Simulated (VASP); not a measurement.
KCl, 2 atoms in the cell. Symmetry: I4/mmm, No. 139, tetragonal system. Conventional cell: a = 4.447 Å, b = 4.447 Å, c = 6.478 Å, α = 90.00°, β = 90.00°, γ = 90.00°. K (site symmetry 4/mmm) has 6 Cl at 3.14 to 3.24 Å within 4.1 Å. Cl (site symmetry 4/mmm) has 6 K at 3.14 to 3.24 Å within 4.1 Å.  This cell differs from its parent crystal: uniaxial x strain +3.0%.

```yaml
Program: VASP 6.6.1
Task: single point
Functional: HSE06
Potentials_or_basis: VASP PAW PBE potentials, release 64 (K_sv, Cl)
Cutoff: 520 eV
k_mesh: 6 × 6 × 6
Occupations: gaussian, width 0.01 eV
Spin: no spin polarisation
Dipole_correction: no
Grid_for_exact_exchange_PRECFOCK: Normal
Further_INCAR_settings: ALGO = Normal; EDIFF = 1e-06; NBANDS = 15
Share_of_exact_exchange: 0.25
Screening_parameter: 0.2079 1/Å
```

Potentials or basis: VASP PAW PBE potentials, release 64 (K_sv, Cl).

The run is started by

```sh
$ cat potpaw_PBE.64/K_sv/POTCAR potpaw_PBE.64/Cl/POTCAR > POTCAR
$ cp INCAR.step1 INCAR
$ mpirun -np 4 vasp_std > vasp.out
$ cp INCAR.step2 INCAR
$ mpirun -np 4 vasp_std > vasp.out
```

Hardware: 4 MPI ranks on Intel(R) Xeon(R) Platinum 8259CL CPU @ 2.50GHz (Skylake/Cascade Lake), with other jobs on the host.

**Question.** Estimate the wall time of this run.

**Answer.** It took 24 min on 4 MPI ranks on Intel(R) Xeon(R) Platinum 8259CL CPU @ 2.50GHz (Skylake/Cascade Lake), on a shared host, peak memory 0.34 GiB a rank. Counts: k points 30.
